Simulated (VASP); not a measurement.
# WSe2 (P6_3/mmc) in VASP: further runs

WSe2 is run at these levels: r2SCAN; tasks: single point, relaxation of cell and atoms.

All numbers are computed with VASP 6.6.1; they aren't measurements. Logs are shortened: lines on timing, memory, paths and dates and some standing lists are left out, and cuts for length are marked.

**The experiment to reproduce.**

“Time-resolved XUV ARPES with tunable 24–33 eV laser pulses at 30 meV resolution”, 2019, pmc:6684652 reports, for a bulk crystal of WSe2: band gap 1.3 eV (indirect).

The runs below are set against these values where they give the same quantity.

**1. The cell of the first run**

Symmetry: P6_3/mmc, No. 194, hexagonal system. Conventional cell: a = 3.315 Å, b = 3.315 Å, c = 13.713 Å, α = 90.00°, β = 90.00°, γ = 120.00°. W (site symmetry -6m2) has 6 Se at 2.53 Å and 6 W at 3.32 Å within 3.4 Å. Within 3.4 Å of Se (site symmetry 3m) lie 3 W at 2.53 Å and 7 Se at 3.32 Å.

**2. Single point, r2SCAN**

File POSCAR:

```
WSe2
1.0
    3.3152028692      0.0000000000      0.0000000000
   -1.6576014346      2.8710499034      0.0000000000
    0.0000000000      0.0000000000     13.7131495882
W Se
2 4
Direct
    0.3333333333      0.6666666667      0.2500000000
    0.6666666667      0.3333333333      0.7500000000
    0.3333333333      0.6666666667      0.6288337028
    0.6666666667      0.3333333333      0.1288337028
    0.3333333333      0.6666666667      0.8711662972
    0.6666666667      0.3333333333      0.3711662972
```

File INCAR.step1:

```
PREC = Accurate
ENCUT = 520
ISMEAR = 0
SIGMA = 0.01
LREAL = False
LASPH = True
NELM = 80
NBANDS = 35
GGA = PE
ALGO = Normal
EDIFF = 1E-4
LWAVE = True
LCHARG = False
```

File INCAR.step2:

```
PREC = Accurate
ENCUT = 520
EDIFF = 1E-7
ISMEAR = 0
SIGMA = 0.01
LREAL = False
LASPH = True
NELM = 80
ALGO = Normal
ISIF = 2
LWAVE = False
LCHARG = False
METAGGA = R2SCAN
LMIXTAU = True
NBANDS = 35
ISTART = 1
```

File KPOINTS:

```
Automatic mesh
0
Gamma
  9 9 3
```

Potentials or basis: VASP PAW PBE potentials, release 64 (W_sv, Se).

On the command line:

```bash
$ cat potpaw_PBE.64/W_sv/POTCAR potpaw_PBE.64/Se/POTCAR > POTCAR
$ cp INCAR.step1 INCAR
$ mpirun -np 1 vasp_std > vasp.out
$ cp INCAR.step2 INCAR
$ mpirun -np 1 vasp_std > vasp.out
```

OUTCAR:

```text
PREC = Accurate
   ENCUT = 520
   EDIFF = 1E-7
   ISMEAR = 0
   LREAL = False
   LASPH = True
   NELM = 80
   ISIF = 2
   METAGGA = R2SCAN
   ISTART = 1

 ion  position               nearest neighbor table
   1  0.333  0.667  0.250-   4 2.53   6 2.53   4 2.53   6 2.53   4 2.53   6 2.53
   2  0.667  0.333  0.750-   3 2.53   5 2.53   3 2.53   5 2.53   3 2.53   5 2.53
   3  0.333  0.667  0.629-   2 2.53   2 2.53   2 2.53
   4  0.667  0.333  0.129-   1 2.53   1 2.53   1 2.53
   5  0.333  0.667  0.871-   2 2.53   2 2.53   2 2.53
   6  0.667  0.333  0.371-   1 2.53   1 2.53   1 2.53

  LATTYP: Found a hexagonal cell.
 ALAT       =     3.3152028692
 C/A-ratio  =     4.1364435690

  Lattice vectors:

 A1 = (   3.3152028692,   0.0000000000,   0.0000000000)
 A2 = (  -1.6576014346,   2.8710499034,   0.0000000000)
 A3 = (   0.0000000000,   0.0000000000,  13.7131495882)

Analysis of symmetry for initial positions (statically):
=====================================================================
 Subroutine PRICEL returns:
 Original cell was already a primitive cell.

 Routine SETGRP: Setting up the symmetry group for a
 hexagonal supercell.

 Subroutine GETGRP returns: Found 24 space group operations
 (whereof 12 operations were pure point group operations)
 out of a pool of 24 trial point group operations.

The static configuration has the point symmetry D_3d.
 The point group associated with its full space group is D_6h.

Analysis of symmetry for dynamics (positions and initial velocities):
=====================================================================
 Subroutine PRICEL returns:
 Original cell was already a primitive cell.

 Routine SETGRP: Setting up the symmetry group for a
 hexagonal supercell.

 Subroutine GETGRP returns: Found 24 space group operations
 (whereof 12 operations were pure point group operations)
 out of a pool of 24 trial point group operations.

The dynamic configuration has the point symmetry D_3d.
 The point group associated with its full space group is D_6h.

 Subroutine INISYM returns: Found 24 space group operations
 (whereof 12 operations are pure point group operations),
 and found     1 'primitive' translations

----------------------------------------------------------------------------------------

[... 99 lines left out ...]
   EDIFF  = 0.1E-06   stopping-criterion for ELM
   LREAL  =      F    real-space projection
   EDIFFG = 0.1E-05   stopping-criterion for IOM
   NSW    =      0    number of steps for IOM
   IBRION =     -1    ionic relax: 0-MD 1-quasi-New 2-CG
   NFREE  =      0    steps in history (QN), initial steepest desc. (CG)
   ISIF   =      2    stress and relaxation
   ISYM   =      2    0-nonsym 1-usesym 2-fastsym
   POTIM  = 0.5000    time-step for ionic-motion
   TEBEG  =    0.0;   TEEND  =   0.0 temperature during run
   PSTRESS=    0.0 pullay stress
   NELECT =      52.0000    total number of electrons
   NUPDOWN=      -1.0000    fix difference up-down
   EMIN   =  10.00;   EMAX   =-10.00  energy-range for DOS
   EFERMI =   0.00;   METHOD = LEGACY
   ISMEAR =     0;   SIGMA  =   0.01  broadening in eV -4-tet -1-fermi 0-gaus
   EFERMI_NEDOS =   21; number of points for ismear=-14 and -15
   IALGO  =     38    algorithm
   IMIX   =      4    mixing-type and parameters
     AMIX     =   0.40;   BMIX     =  1.00
     AMIX_MAG =   1.60;   BMIX_MAG =  1.00
  volume/ion in A,a.u.               =      21.75       146.80
  Fermi-wavevector in a.u.,A,eV,Ry     =   1.204610  2.276383 19.743225  1.451086
  Thomas-Fermi vector in A             =   2.340330
   LORBIT       =      0    0 simple, 1 ext, 2 COOP (PROOUT), +10 PAW based schemes
   METAGGA = R2SCAN    functional components
   LHFCALC =     F    Hartree Fock is set to
   AEXX    =    0.0000 exact exchange contribution
   IVDW    =     0    specifies the selected vdW correction
   LEPSILON=     F    determine dielectric tensor
   LRPA    =     F    only Hartree local field effects (RPA)
 non-spin polarized calculation
 Gauss-broadening in eV      SIGMA  =   0.01
  energy-cutoff  :      520.00
  volume of cell :      130.52
 maximum number of plane-waves:      3537
 NGX is ok and might be reduce to    28
   NGX = 13   NGY = 13   NGZ = 51

 number of electron      51.9999998 magnetization

 Free energy of the ion-electron system (eV)
  ---------------------------------------------------
  ext. energy  EPLUGINS =         0.00000000
  ---------------------------------------------------
  free energy    TOTEN  =      -163.59312087 eV

  energy without entropy =     -163.59312087  energy(sigma->0) =     -163.59312087

 E-fermi :   5.3106     XC(G=0): -10.9042

 val. band max:        5.2098301524   @ k =   0.0000   0.0000   0.0000
 cond. band min:       6.6270776546   @ k =   0.3333   0.3333   0.0000
 fundamental gap:      1.4172475022
 Fermi energy:         5.3106263577

 k-point     1 :       0.0000    0.0000    0.0000
  band No.  band energies     occupation
      1     -71.0175      2.00000
      2     -71.0175      2.00000
      3     -34.5957      2.00000
      4     -34.5957      2.00000
      5     -34.4931      2.00000
      6     -34.4931      2.00000
[... 901 lines left out ...]
     34      10.0550      0.00000
     35      11.4008      0.00000

------------------------ aborting loop because EDIFF is reached ----------------------------------------

  FORCE on cell =-STRESS in cart. coord.  units (eV):
  Direction    XX          YY          ZZ          XY          YZ          ZX
  --------------------------------------------------------------------------------------
  -------------------------------------------------------------------------------------
  Total        0.2348083      0.2348083      0.2885140      0.0000000      0.0000000      0.0000000
  in kB        2.8822786      2.8822786      3.5415179      0.0000000      0.0000000      0.0000000
  external PRESSURE =       3.1020250 kB  Pullay stress =       0.0000000 kB

 VOLUME and BASIS-vectors are now :
 -----------------------------------------------------------------------------
  energy-cutoff  :      520.00
  volume of cell :      130.52
      direct lattice vectors                 reciprocal lattice vectors
     3.315202869  0.000000000  0.000000000     0.301640666  0.174152319  0.000000000
    -1.657601435  2.871049903  0.000000000     0.000000000  0.348304639  0.000000000
     0.000000000  0.000000000 13.713149588     0.000000000  0.000000000  0.072922708

 POSITION                                       TOTAL-FORCE (eV/Angst)
 -----------------------------------------------------------------------------------
     -0.00000      1.91403      3.42829         0.000000     -0.000000     -0.000000
      1.65760      0.95702     10.28486         0.000000      0.000000     -0.000000
     -0.00000      1.91403      8.62329        -0.000000     -0.000000     -0.044660
      1.65760      0.95702      1.76672        -0.000000     -0.000000     -0.044660
     -0.00000      1.91403     11.94643         0.000000     -0.000000      0.044660
      1.65760      0.95702      5.08986        -0.000000      0.000000      0.044660
 -----------------------------------------------------------------------------------
    total drift:                               -0.000000      0.000000     -0.000000

  FREE ENERGIE OF THE ION-ELECTRON SYSTEM (eV)
  ---------------------------------------------------
  free  energy   TOTEN  =      -163.5931208651 eV

  energy  without entropy=     -163.5931208651  energy(sigma->0) =     -163.59312087
```

Run time: 5.9 min. Hardware: 1 thread of AMD EPYC 9R45 (Zen 5), shared host; peak memory 0.32 GiB.

Results:

* Free energy: -163.5931 eV
* Pressure: 0.3 GPa
* Largest force: 0.045 eV/Å
* Band gap on the k mesh: 1.42 eV (least direct gap 1.58 eV)

Forces in eV/Å, atoms in the order of the input:
```
W    0.000  0.000  0.000
W    0.000  0.000  0.000
Se   0.000  0.000 -0.045
Se   0.000  0.000 -0.045
Se   0.000  0.000  0.045
Se   0.000  0.000  0.045
```

Levels at points of the mesh, in eV from the valence-band top:
| k point | band 24 | band 25 | band 26 | band 27 | band 28 | band 29 |
| --- | --- | --- | --- | --- | --- | --- |
| (0.00, 0.00, 0.00) | -1.50 | -0.84 | 0.00 | 2.84 | 2.84 | 2.87 |

Caveat: the PAW data sets were made with another functional, which shifts forces and pressure a little; spin-orbit coupling is left out, which moves the levels of the heavy elements.

**3. Relaxation of cell and atoms, r2SCAN, target pressure 5 GPa, at which the enthalpy is minimised**

File POSCAR:

```
WSe2
1.0
    3.3152516012      0.0000000000      0.0000000000
   -1.6576258006      2.8710921066      0.0000000000
    0.0000000000      0.0000000000     13.7126056871
W Se
2 4
Direct
    0.3333333333      0.6666666667      0.2500000000
    0.6666666667      0.3333333333      0.7500000000
    0.3333333333      0.6666666667      0.6288332935
    0.6666666667      0.3333333333      0.1288332935
    0.3333333333      0.6666666667      0.8711667065
    0.6666666667      0.3333333333      0.3711667065
```

File INCAR.step1:

```
PREC     = Accurate       # precision mode
ENCUT    = 600            # plane-wave cutoff, eV
ISMEAR   = 0              # smearing method
SIGMA    = 0.01           # smearing width, eV
LREAL    = F              # projectors in reciprocal space
LASPH    = T              # aspherical terms in the spheres
NELM     = 80             # most SCF steps
GGA      = PE             # functional
ALGO     = Normal         # electronic algorithm
EDIFF    = 1E-4           # SCF threshold, eV
LWAVE    = T              # write WAVECAR
LCHARG   = F              # write CHGCAR
```

File INCAR.step2:

```
PREC     = Accurate       # precision mode
ENCUT    = 600            # plane-wave cutoff, eV
EDIFF    = 1E-6           # SCF threshold, eV
ISMEAR   = 0              # smearing method
SIGMA    = 0.01           # smearing width, eV
LREAL    = F              # projectors in reciprocal space
LASPH    = T              # aspherical terms in the spheres
NELM     = 80             # most SCF steps
ALGO     = Normal         # electronic algorithm
ISIF     = 3              # what is computed and relaxed
LWAVE    = F              # write WAVECAR
LCHARG   = F              # write CHGCAR
METAGGA  = R2SCAN         # meta-GGA
LMIXTAU  = T            
IBRION   = 2              # ionic algorithm
NSW      = 100            # ionic steps
EDIFFG   = -0.002         # ionic threshold
PSTRESS  = 50.0         
ISTART   = 1
```

File KPOINTS:

```
regular mesh
0
Gamma
  6 6 2
```

Potentials or basis: VASP PAW PBE potentials, release 64 (W_sv, Se).

On the command line:

```bash
$ cat potpaw_PBE.64/W_sv/POTCAR potpaw_PBE.64/Se/POTCAR > POTCAR
$ cp INCAR.step1 INCAR
$ mpirun -np 1 vasp_std > vasp.out
$ cp INCAR.step2 INCAR
$ mpirun -np 1 vasp_std > vasp.out
```

It took 50 min on 1 thread of AMD EPYC 9R45 (Zen 5), shared host; peak memory 0.33 GiB.

It converged, with:

```yaml
Free_energy: -163.4257 eV
Relaxed_volume: 19.46 Å³/atom
Relaxed_cell: a = 3.269 Å, b = 3.269 Å, c = 12.618 Å, α = 90.00°, β = 90.00°, γ = 120.00°
Space_group_after_relaxing_to_0.1_Å: P6_3/mmc (No. 194)
Energy_change_on_relaxing_the_run_minimises_the_enthalpy: +27.8 meV/atom
Ionic_steps: 26
Pressure_after_relaxing: 5.0 GPa
Band_gap_on_the_k_mesh: 0.96 eV (least direct gap 1.67 eV)
```

The path:
```tsv
step	energy change (eV)	largest force (eV/Å)	pressure (GPa)	volume (Å³)
1	0.0000	0.0493	0.32	130.52
2	0.5159	1.8184	15.34	118.89
3	0.0675	0.6262	5.00	126.27
4	0.0804	0.3458	4.96	124.24
5	0.1272	0.0755	4.98	122.24
6	0.1285	0.0717	5.10	120.99
7	0.1689	0.0582	5.86	117.23
8	0.5762	0.1203	9.85	109.57
9	0.1996	0.1927	6.89	116.07
10	0.2248	0.1776	7.17	115.24
11	0.1840	0.5669	1.43	117.59
12	0.1933	0.0608	5.31	115.97
13	0.1813	0.0213	5.19	116.31
14	0.1724	0.0103	5.10	116.59
15	0.1630	0.0360	4.72	116.89
16	0.1671	0.0157	4.89	116.75
17	0.1682	0.0093	5.01	116.71
18	0.1683	0.0089	5.01	116.71
19	0.1686	0.0080	5.04	116.70
20	0.1685	0.0084	5.04	116.71
21	0.1684	0.0088	5.03	116.71
22	0.1684	0.0089	5.03	116.71
23	0.1673	0.0042	5.03	116.74
24	0.1652	0.0055	5.02	116.81
25	0.1657	0.0023	5.00	116.79
26	0.1665	0.0007	5.01	116.77
```

Final structure:
```yaml
crystal:
  lattice:
    - [3.26887, 0.00000, 0.00000]
    - [-1.63444, 2.83093, 0.00000]
    - [0.00000, 0.00000, 12.61812]
  atoms:
    - { symbol: W, position: [0.33333, 0.66667, 0.25000] }
    - { symbol: W, position: [0.66667, 0.33333, 0.75000] }
    - { symbol: Se, position: [0.33333, 0.66667, 0.61775] }
    - { symbol: Se, position: [0.66667, 0.33333, 0.11775] }
    - { symbol: Se, position: [0.33333, 0.66667, 0.88225] }
    - { symbol: Se, position: [0.66667, 0.33333, 0.38225] }
```

Levels at points of the mesh, in eV from the valence-band top:
| k point | band 24 | band 25 | band 26 | band 27 | band 28 | band 29 |
| --- | --- | --- | --- | --- | --- | --- |
| (0.00, 0.00, 0.00) | -1.30 | -1.05 | 0.00 | 2.70 | 2.70 | 2.75 |
| (0.50, 0.00, 0.00) | -1.66 | -1.47 | -1.30 | 2.21 | 2.26 | 2.37 |
| (0.00, 0.00, 0.50) | -1.75 | -0.23 | -0.23 | 2.70 | 2.70 | 2.70 |
| (0.50, 0.00, 0.50) | -1.55 | -1.48 | -1.48 | 2.23 | 2.23 | 2.61 |

Caveat: the cell is relaxed towards a set pressure, so the run minimises the enthalpy, not the energy; the PAW data sets were made with another functional, which shifts forces and pressure a little; spin-orbit coupling is left out, which moves the levels of the heavy elements. A k mesh can miss the band edges.

**4. How close it comes**

Step 2. Measured gap of WSe2: 1.3 eV (indirect; “Time-resolved XUV ARPES with tunable 24–33 eV laser pulses at 30 meV resolution”, 2019, pmc:6684652). This calculation gives 1.42 eV (+0.12 eV). Spin-orbit coupling on Se, W is left out. The value is that of r2SCAN on a finite k mesh, which can miss the band edges, without temperature or zero-point motion.
